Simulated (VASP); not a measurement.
Input of a VASP 6.6.1 run:

File INCAR:

```
SYSTEM = AlN
PREC     = Accurate       ! precision mode
ENCUT    = 520            ! plane-wave cutoff, eV
EDIFF    = 1E-7           ! SCF threshold, eV
ISMEAR   = 0              ! smearing method
SIGMA    = 0.05           ! smearing width, eV
LREAL    = .False.        ! projectors in reciprocal space
LASPH    = .True.         ! aspherical terms in the spheres
NELM     = 100            ! most SCF steps
ALGO     = Normal         ! electronic algorithm
ISIF     = 2              ! what is computed and relaxed
LWAVE    = .False.        ! write WAVECAR
LCHARG   = .False.        ! write CHGCAR
GGA      = CA             ! functional
NBANDS   = 16             ! bands
```

File KPOINTS:

```
regular mesh
0
Gamma
  9 9 6
  0 0 0
```

Contents of POSCAR:

```
AlN
1.0
    3.0115238416      0.0000000000      0.0000000000
   -1.5057619208      2.6080561509      0.0000000000
    0.0000000000      0.0000000000      4.8201746025
Al N
2 2
Direct
    0.3301182952      0.6602365904      0.0015212672
    0.6698817048      0.3397634096      0.5015212672
    0.3362022155      0.6724044311      0.3834787328
    0.6637977845      0.3275955689      0.8834787328
```

Potentials or basis: VASP PAW LDA potentials, release 64 (Al, N).

Command:

```sh
$ cat potpaw_LDA.64/Al/POTCAR potpaw_LDA.64/N/POTCAR > POTCAR
$ mpirun -np 1 vasp_std > vasp.out
```

Q: What does it give for the pressure?

A: 19.5 GPa.

Q: What does it give for the band gap on the k mesh?

A: 4.92 eV, indirect (least direct gap 5.12 eV).

Q: What does it give for the largest force?

A: 0.104 eV/Å.

Forces on the atoms (eV/Å):
```
Al   0.000  0.098 -0.033
Al   0.000 -0.098 -0.033
N    0.000 -0.035  0.033
N    0.000  0.035  0.033
```

A k mesh can miss the band edges. LDA gaps usually lie below the measured ones, often by a third to a half.
